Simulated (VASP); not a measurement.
Here is a VASP 6.6.1 calculation.

File INCAR:

```
SYSTEM = Cs
PREC = Accurate
ENCUT = 600
EDIFF = 1E-6
ISMEAR = -1
SIGMA = 0.05
LREAL = .False.
LASPH = .True.
NELM = 100
ALGO = Normal
ISIF = 3
LWAVE = .False.
LCHARG = .False.
GGA = PS
IBRION = 2
NSW = 60
EDIFFG = -0.01
PSTRESS = 20.0
```

The input KPOINTS:

```
regular mesh
0
Gamma
  6 6 6
  0 0 0
```

POSCAR

```
Cs
1.0
   -3.1284650614      3.1284650614      3.1284650614
    3.1284650614     -3.1284650614      3.1284650614
    3.1284650614      3.1284650614     -3.1284650614
Cs
1
Direct
    0.0000000000      0.0000000000      0.0000000000
```

Potentials or basis: VASP PAW PBE potentials, release 64 (Cs_sv).

Run with:

```bash
$ cat potpaw_PBE.64/Cs_sv/POTCAR > POTCAR
$ mpirun -np 1 vasp_std > vasp.out
```

Task: Predict the space group after relaxing (to 0.1 Å).

Result: Im-3m (No. 229).

Task: Estimate the band gap on the k mesh.

Result: Zero (an odd number of electrons rules out a gap without spin polarisation).

The path:
```
step  energy change (eV)  largest force (eV/Å)  pressure (GPa)  volume (Å³)
   1              0.0000                0.0000           -0.20       122.48
   2              0.0045                0.0000            0.34        95.07
   3              0.0825                0.0000            1.18        77.52
   4              0.5286                0.0000            4.25        49.17
   5              0.1988                0.0000            2.17        66.16
   6              0.1773                0.0000            2.00        67.80
```

Caveat: the cell is relaxed towards a set pressure, so the run minimises the enthalpy, not the energy; the volume moved by over 15 % at a fixed basis, so the end points are rough; the PAW data sets were made with another functional, which shifts forces and pressure a little; spin-orbit coupling is left out, which moves the levels of the heavy elements.
